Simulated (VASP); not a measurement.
A run of VASP 6.6.1 is set up as follows.

Contents of INCAR:

```
SYSTEM = Si16Ge
  ALGO = Normal
  EDIFF = 1E-6
  EDIFFG = -0.03
  ENCUT = 520
  IBRION = 2
  ISIF = 2
  ISMEAR = 0
  LASPH = .TRUE.
  LCHARG = .FALSE.
  LREAL = Auto
  LWAVE = .FALSE.
  NELM = 80
  NSW = 80
  PREC = Accurate
  SIGMA = 0.05
```

KPOINTS

```
k-points
0
G
  2 2 2
  0 0 0
```

The input POSCAR:

```
Si16Ge
1.0
    0.0000000000      5.4300000000      5.4300000000
    5.4300000000      0.0000000000      5.4300000000
    5.4300000000      5.4300000000      0.0000000000
Si Ge
16 1
Direct
    0.0000000000      0.0000000000      0.0000000000
    0.1250000000      0.1250000000      0.1250000000
    0.0000000000      0.0000000000      0.5000000000
    0.1250000000      0.1250000000      0.6250000000
    0.0000000000      0.5000000000      0.0000000000
    0.1250000000      0.6250000000      0.1250000000
    0.0000000000      0.5000000000      0.5000000000
    0.1250000000      0.6250000000      0.6250000000
    0.5000000000      0.0000000000      0.0000000000
    0.6250000000      0.1250000000      0.1250000000
    0.5000000000      0.0000000000      0.5000000000
    0.6250000000      0.1250000000      0.6250000000
    0.5000000000      0.5000000000      0.0000000000
    0.6250000000      0.6250000000      0.1250000000
    0.5000000000      0.5000000000      0.5000000000
    0.6250000000      0.6250000000      0.6250000000
    0.5585465500      0.3124477800      0.3118353400
```

Potentials or basis: VASP PAW LDA potentials, release 64 (Si, Ge_d).

Run with:

```bash
$ cat potpaw_LDA.64/Si/POTCAR potpaw_LDA.64/Ge_d/POTCAR > POTCAR
$ mpirun -np 1 vasp_std > vasp.out
```

(1) Estimate the energy gained by relaxing.

(2) Estimate the band gap on the k mesh.

## Answers

(1) 81.9 meV/atom.

(2) 0.13 eV.

Caveat: the k points lie up to 0.50 Å⁻¹ apart; semilocal functionals underestimate gaps, and a narrow one can read as zero.
